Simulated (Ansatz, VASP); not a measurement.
## One calculation of SiC, two programs

The input INCAR:

```
SYSTEM = SiC
  PREC = Accurate
  ENCUT = 520
  EDIFF = 1E-6
  ISMEAR = 0
  SIGMA = 0.02
  LREAL = .False.
  LASPH = .True.
  NELM = 80
  ALGO = Normal
  ISIF = 2
  LWAVE = .False.
  LCHARG = .False.
  GGA = CA
  IBRION = 2
  NSW = 60
  EDIFFG = -0.002
```

The input KPOINTS:

```
Automatic mesh
0
Gamma
  10 10 10
  0 0 0
```

Contents of POSCAR:

```
SiC
1.0
    0.0000000000      2.1783082557      2.1783082557
    2.1783082557      0.0000000000      2.1783082557
    2.1783082557      2.1783082557      0.0000000000
Si C
1 1
Direct
    0.7500000000      0.7500000000      0.7500000000
    0.0000000000      0.0000000000      0.0000000000
```

Input for Ansatz:

```yaml
crystal:
  lattice:
    - [0.0, 2.1783082557, 2.1783082557]
    - [2.1783082557, 0.0, 2.1783082557]
    - [2.1783082557, 2.1783082557, 0.0]
  atoms:
    - { symbol: Si, position: [0.75, 0.75, 0.75] }
    - { symbol: C, position: [0.0, 0.0, 0.0] }
basis:
  ecutwfc: 420
kpoints:
  mp_grid: { grid: [10, 10, 10] }
hamiltonian:
  xc: lda
  pseudopotentials: { kind: paw, azcp: { folder: soft_1 } }
scf:
  occupations: { method: gaussian, width: 0.02 }
output:
  forces: true
  stress: true
  eigenvalues: true
relax:
  adjacent_minimum: "off"
  f_tol: 0.002
  max_steps: 40
```

Change from the starting cell: strained cell.

Alike in both runs: task relaxation of the atoms; functional LDA; k mesh 10 × 10 × 10; occupations gaussian, width 0.02 eV; no spin polarisation.

```csv
,VASP,Ansatz
version,VASP 6.6.1,Ansatz 0.2.0
potentials or method,"VASP PAW LDA potentials, release 64 (Si, C), cutoff 520 eV","scalar-relativistic, plane waves, PAW"
valence electrons in the cell,8,8
```

```csv
,VASP,Ansatz,Ansatz less VASP
"gap on the k mesh at the Fermi level, each at its own relaxed structure (eV)",1.30,1.32,+0.013
```

Ansatz warns that its potentials were made for another functional, while VASP's fit it. LDA's correlation is that of Perdew and Zunger in VASP and of Perdew and Wang (1992) in Ansatz. Ansatz's warnings: stress scf threshold loose.

Noted on VASP's run: the relaxation stopped at its first step, so nothing moved.
